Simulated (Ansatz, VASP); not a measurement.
**One calculation of La, two programs**

```
CELL_PARAMETERS angstrom
0.00000 2.75449 2.75449
2.75449 0.00000 2.75449
2.75449 2.75449 0.00000
ATOMIC_POSITIONS crystal
La 0.00000 0.00000 0.00000
```

Alike in both runs: task single point; functional PBE; k mesh 12 × 12 × 12; occupations fermi-dirac, width 0.1 eV; no spin polarisation.

|  | VASP | Ansatz |
| --- | --- | --- |
| version | VASP 6.6.1 | Ansatz 0.2.0 |
| potentials or method | VASP PAW PBE potentials, release 64 (La), cutoff 500 eV | plane waves (420 eV) with PAW, scalar-relativistic |
| valence electrons in the cell | 11 | 11 |

VASP gave:

| Quantity | Value |
| --- | --- |
| pressure (GPa) | -2.5 |

What did Ansatz give for the same quantities?

Pressure (GPa): -2.6.

Spin-orbit coupling is off throughout.
